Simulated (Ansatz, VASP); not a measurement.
**Bi: VASP beside Ansatz**

INCAR

```
  PREC = Accurate
  ENCUT = 520
  EDIFF = 1E-7
  ISMEAR = -1
  SIGMA = 0.1
  LREAL = F
  LASPH = T
  NELM = 80
  ALGO = Normal
  ISIF = 2
  LWAVE = F
  LCHARG = T
  GGA = RP
  LELF = T
  LVHAR = T
  NBANDS = 22
```

File KPOINTS:

```
regular mesh
0
Gamma
  17 17 9
```

File POSCAR:

```
Bi
1.0
    3.4246596613      0.0000000000      0.0000000000
   -1.7123298307      2.9658422660      0.0000000000
    0.0000000000      0.0000000000      5.6354881965
Bi
2
Direct
    0.3333333333      0.6666666667      0.2500000000
    0.6666666667      0.3333333333      0.7500000000
```

Input for Ansatz:

```yaml
crystal:
  lattice:
    - [3.4246596613, 0.0, 0.0]
    - [-1.7123298307, 2.965842266, 0.0]
    - [0.0, 0.0, 5.6354881965]
  atoms:
    - { symbol: Bi, position: [0.3333333333, 0.6666666667, 0.25] }
    - { symbol: Bi, position: [0.6666666667, 0.3333333333, 0.75] }
hamiltonian:
  xc: rpbe
  pseudopotentials:
    kind: paw
    azcp:
      Bi: "pseudopotentials/Bi.paw.azcp"
basis:
  ecutwfc: 420
  fft_grid_basis: typed
kpoints:
  mp_grid: { grid: [17, 17, 9], shift: [0, 0, 0] }
magnetization:
  spin_polarized: false
scf:
  occupations: { method: fermi_dirac, width: 0.1 }
output:
  stress: true
```

Alike in both runs: task single point; functional RPBE; k mesh 17 × 17 × 9; occupations fermi-dirac, width 0.1 eV; no spin polarisation.

|  | VASP | Ansatz |
| --- | --- | --- |
| version | VASP 6.6.1 | Ansatz 0.2.0 |
| potentials or method | VASP PAW PBE potentials, release 64 (Bi_d), cutoff 520 eV | plane waves (420 eV) with PAW, scalar-relativistic |
| valence electrons in the cell | 30 | 30 |

|  | VASP | Ansatz | Ansatz less VASP |
| --- | --- | --- | --- |
| pressure (GPa) | 8.3 | 8.4 | +0.06 |

VASP's potentials were made for PBE, not for RPBE.

Spin-orbit coupling is off throughout.
